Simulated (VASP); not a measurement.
Write the native input for VASP 6.6.1 that does the following.

```yaml
Task: single point
Functional: PBE
Potentials_or_basis: VASP PAW PBE potentials, release 64 (K_sv, Cd, Se, F)
Cutoff: 520 eV
k_mesh: 6 × 6 × 6
Occupations: methfessel-paxton, width 0.0781 eV
Spin: no spin polarisation
Dipole_correction: no
Further_INCAR_settings: ALGO = Normal; EDIFF = 1e-07; NBANDS = 53
```

The structure of K2CdSe2F6 lies in POSCAR:

```
K2CdSe2F6
1.0
    5.8537430000      0.0000000000      0.0000000000
   -2.9268710000      5.0694900000      0.0000000000
    0.0000000000     -3.3796570000      6.4894100000
K Cd Se F
2 1 2 6
Direct
    0.8039600000      0.6078200000      0.4117800000
    0.1960400000      0.3921800000      0.5882200000
    0.0000000000      0.0000000000      0.0000000000
    0.6240000000      0.2479000000      0.8719000000
    0.3760000000      0.7521000000      0.1281000000
    0.7419600000      0.0182200000      0.7601800000
    0.7419600000      0.4839200000      0.7601800000
    0.2762600000      0.0182200000      0.7601800000
    0.2580400000      0.9817800000      0.2398200000
    0.7237400000      0.9817800000      0.2398200000
    0.2580400000      0.5160800000      0.2398200000
```

These files were run (other wordings do the same):

INCAR

```
SYSTEM = K2CdSe2F6
ALGO = Normal
EDIFF = 1E-7
ENCUT = 520
GGA = PE
ISIF = 2
ISMEAR = 1
LASPH = .True.
LCHARG = .False.
LREAL = .False.
LWAVE = .False.
NBANDS = 53
NELM = 80
PREC = Accurate
SIGMA = 0.0781
```

KPOINTS

```
k-points
0
Gamma
  6 6 6
  0 0 0
```

Potentials or basis: VASP PAW PBE potentials, release 64 (K_sv, Cd, Se, F).

Run with:

```bash
$ cat potpaw_PBE.64/K_sv/POTCAR potpaw_PBE.64/Cd/POTCAR potpaw_PBE.64/Se/POTCAR potpaw_PBE.64/F/POTCAR > POTCAR
$ mpirun -np 1 vasp_std > vasp.out
```

Results of the run:

* Pressure: 25.1 GPa
* Largest force: 10.118 eV/Å
* Band gap on the k mesh: zero (bands 42 and 43 overlap by 0.35 eV)

Caveat: the stress differs along the axes, from 16 to 30 GPa; forces of over 1 eV/Å act on the atoms, so gaps and moduli don't describe the material at rest.

Run time: 9.3 min on 1 thread of AMD EPYC 9R45 96-Core Processor (Zen 5), on a shared host, peak memory 0.72 GiB.
